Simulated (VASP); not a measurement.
A run of VASP 6.6.1 is set up as follows.

File POSCAR:

```
ZnS
1.0
    0.0000000000      2.5310224672      2.5310224672
    2.5310224672      0.0000000000      2.5310224672
    2.5310224672      2.5310224672      0.0000000000
Zn S
1 1
Direct
    0.0000000000      0.0000000000      0.0000000000
    0.5000000000      0.5000000000      0.5000000000
```

The input INCAR.step1:

```
  PREC = Accurate
  ENCUT = 520
  ISMEAR = -1
  SIGMA = 0.02
  LREAL = F
  LASPH = T
  NELM = 80
  NBANDS = 16
  GGA = PE
  ALGO = Normal
  EDIFF = 1E-4
  LWAVE = T
  LCHARG = F
```

Contents of INCAR.step2:

```
  PREC = Accurate
  ENCUT = 520
  EDIFF = 1E-6
  ISMEAR = -1
  SIGMA = 0.02
  LREAL = F
  LASPH = T
  NELM = 80
  ALGO = Normal
  ISIF = 2
  LWAVE = F
  LCHARG = F
  METAGGA = R2SCAN
  LMIXTAU = T
  NBANDS = 16
  ISTART = 1
```

The input KPOINTS:

```
Automatic mesh
0
Gamma
  8 8 8
```

Potentials or basis: VASP PAW PBE potentials, release 64 (Zn, S).

Command:

```bash
$ cat potpaw_PBE.64/Zn/POTCAR potpaw_PBE.64/S/POTCAR > POTCAR
$ cp INCAR.step1 INCAR
$ mpirun -np 1 vasp_std > vasp.out
$ cp INCAR.step2 INCAR
$ mpirun -np 1 vasp_std > vasp.out
```

Task: Predict the band gap on the k mesh.

Result: 0.14 eV (least direct gap 2.77 eV).

Task: Estimate the pressure.

Result: 0.2 GPa.

Caveat: the PAW data sets were made with another functional, which shifts forces and pressure a little. A k mesh can miss the band edges.
